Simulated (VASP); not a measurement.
Input of a VASP 6.6.1 run:

POSCAR

```
PbSe
1.0
    0.0000000000      3.0696893648      3.0696893648
    3.0696893648      0.0000000000      3.0696893648
    3.0696893648      3.0696893648      0.0000000000
Pb Se
1 1
Direct
    0.0000000000      0.0000000000      0.0000000000
    0.5000000000      0.5000000000      0.5000000000
```

The input INCAR.step1:

```
SYSTEM = PbSe
PREC     = Accurate       ! precision mode
ENCUT    = 520            ! plane-wave cutoff, eV
EDIFF    = 1E-5           ! SCF threshold, eV
ISMEAR   = 0              ! smearing method
SIGMA    = 0.01           ! smearing width, eV
LREAL    = .FALSE.        ! projectors in reciprocal space
LASPH    = .TRUE.         ! aspherical terms in the spheres
NELM     = 80             ! most SCF steps
ALGO     = Normal         ! electronic algorithm
ISIF     = 2              ! what is computed and relaxed
LWAVE    = .TRUE.         ! write WAVECAR
LCHARG   = .FALSE.        ! write CHGCAR
GGA      = PE             ! functional
NBANDS   = 17             ! bands
```

INCAR.step2

```
SYSTEM = PbSe
PREC     = Accurate       ! precision mode
ENCUT    = 520            ! plane-wave cutoff, eV
EDIFF    = 1E-6           ! SCF threshold, eV
ISMEAR   = 0              ! smearing method
SIGMA    = 0.01           ! smearing width, eV
LREAL    = .FALSE.        ! projectors in reciprocal space
LASPH    = .TRUE.         ! aspherical terms in the spheres
NELM     = 80             ! most SCF steps
ALGO     = Normal         ! electronic algorithm
ISIF     = 2              ! what is computed and relaxed
LWAVE    = .FALSE.        ! write WAVECAR
LCHARG   = .FALSE.        ! write CHGCAR
GGA      = PE             ! functional
LHFCALC  = .TRUE.         ! exact exchange
AEXX     = 1.0            ! exact-exchange fraction
ALDAC    = 0.0          
AGGAC    = 0.0          
PRECFOCK = Normal       
ISTART   = 1            
NBANDS   = 17             ! bands
```

KPOINTS

```
Automatic mesh
0
G
  4 4 4
  0 0 0
```

Potentials or basis: VASP PAW PBE potentials, release 64 (Pb_d, Se).

The run is started by

```console
$ cat potpaw_PBE.64/Pb_d/POTCAR potpaw_PBE.64/Se/POTCAR > POTCAR
$ cp INCAR.step1 INCAR
$ mpirun -np 1 vasp_std > vasp.out
$ cp INCAR.step2 INCAR
$ mpirun -np 1 vasp_std > vasp.out
```

What does it give for the band gap on the k mesh?

5.38 eV.

Estimate the pressure.

6.4 GPa.

Caveat: the k points lie up to 0.44 Å⁻¹ apart; the PAW data sets were made with another functional, which shifts forces and pressure a little; spin-orbit coupling is left out, which moves the levels of the heavy elements. A k mesh can miss the band edges.
